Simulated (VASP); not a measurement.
Input of a VASP 6.6.1 run:

POSCAR

```
Sn
1.0
   -1.8946520000      1.8946520000      1.8946520000
    1.8946520000     -1.8946520000      1.8946520000
    1.8946520000      1.8946520000     -1.8946520000
Sn
1
Direct
    0.0000000000      0.0000000000      0.0000000000
```

Contents of INCAR.step1:

```
SYSTEM = Sn
PREC     = Accurate       ! precision mode
ENCUT    = 520            ! plane-wave cutoff, eV
ISMEAR   = -1             ! smearing method
SIGMA    = 0.1            ! smearing width, eV
LREAL    = .FALSE.        ! projectors in reciprocal space
LASPH    = .TRUE.         ! aspherical terms in the spheres
NELM     = 60             ! most SCF steps
NBANDS   = 13             ! bands
GGA      = PE             ! functional
ALGO     = Normal         ! electronic algorithm
EDIFF    = 1E-4           ! SCF threshold, eV
LWAVE    = .TRUE.         ! write WAVECAR
LCHARG   = .FALSE.        ! write CHGCAR
```

INCAR.step2

```
SYSTEM = Sn
PREC     = Accurate       ! precision mode
ENCUT    = 520            ! plane-wave cutoff, eV
EDIFF    = 1E-6           ! SCF threshold, eV
ISMEAR   = -1             ! smearing method
SIGMA    = 0.1            ! smearing width, eV
LREAL    = .FALSE.        ! projectors in reciprocal space
LASPH    = .TRUE.         ! aspherical terms in the spheres
NELM     = 60             ! most SCF steps
ALGO     = Normal         ! electronic algorithm
ISIF     = 2              ! what is computed and relaxed
LWAVE    = .FALSE.        ! write WAVECAR
LCHARG   = .TRUE.         ! write CHGCAR
METAGGA  = R2SCAN         ! meta-GGA
LMIXTAU  = .TRUE.       
LELF     = .TRUE.         ! ELF
LVHAR    = .TRUE.       
NBANDS   = 13             ! bands
ISTART   = 1
```

File KPOINTS:

```
Automatic mesh
0
G
  12 12 12
  0 0 0
```

Potentials or basis: VASP PAW PBE potentials, release 64 (Sn_d).

Command:

```console
$ cat potpaw_PBE.64/Sn_d/POTCAR > POTCAR
$ cp INCAR.step1 INCAR
$ mpirun -np 1 vasp_std > vasp.out
$ cp INCAR.step2 INCAR
$ mpirun -np 1 vasp_std > vasp.out
```

Q: Estimate the pressure.

A: -0.6 GPa.

Q: What does it give for the band gap on the k mesh?

A: Zero (band 7 reaches 16.45 eV, above the bottom of band 8 at 5.41 eV).

Caveat: the PAW data sets were made with another functional, which shifts forces and pressure a little; spin-orbit coupling is left out, which moves the levels of the heavy elements.
